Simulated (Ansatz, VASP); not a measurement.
## One calculation of SnBi2O5, two programs

```
Sn Bi O
1.0
     0.00000    2.92812    4.44576
     0.00000    2.92812   -4.44576
    -9.09175    0.00000    0.00000
Sn Bi O
1 2 5
Direct
  0.34735 0.65265 0.00000
  0.68979 0.31021 0.78745
  0.68979 0.31021 0.21255
  0.56857 0.90184 0.83633
  0.09816 0.43143 0.16367
  0.09816 0.43143 0.83633
  0.56857 0.90184 0.16367
  0.57970 0.42030 0.00000
```

Alike in both runs: task single point; functional PBE; k mesh 4 × 4 × 2; occupations gaussian, width 0.1 eV; no spin polarisation.

|  | VASP | Ansatz |
| --- | --- | --- |
| version | VASP 6.6.1 | Ansatz 0.2.0 |
| potentials or method | VASP PAW PBE potentials, release 64 (Sn_d, Bi_d, O), cutoff 520 eV | scalar-relativistic, plane waves, PAW |
| valence electrons in the cell | 74 | 74 |

VASP gave:

- gap on the k mesh at the Fermi level (eV): 2.08
- least direct gap on the mesh (eV): 2.08
- pressure (GPa): 0.2
- traceless stress, the component that is largest in VASP (GPa): -0.07
- rms of the force components (eV/Å): 0.030

Q: Which values does Ansatz return?

A: gap on the k mesh at the Fermi level (eV): 2.09; least direct gap on the mesh (eV): 2.09; pressure (GPa): 0.0; traceless stress, the component that is largest in VASP (GPa): -0.01; rms of the force components (eV/Å): 0.001.

Atom by atom the forces differ by 0.031 eV/Å (rms over components). With one functional, cell and mesh, what is left measures potentials, basis and numerics.

Spin-orbit coupling is off throughout.
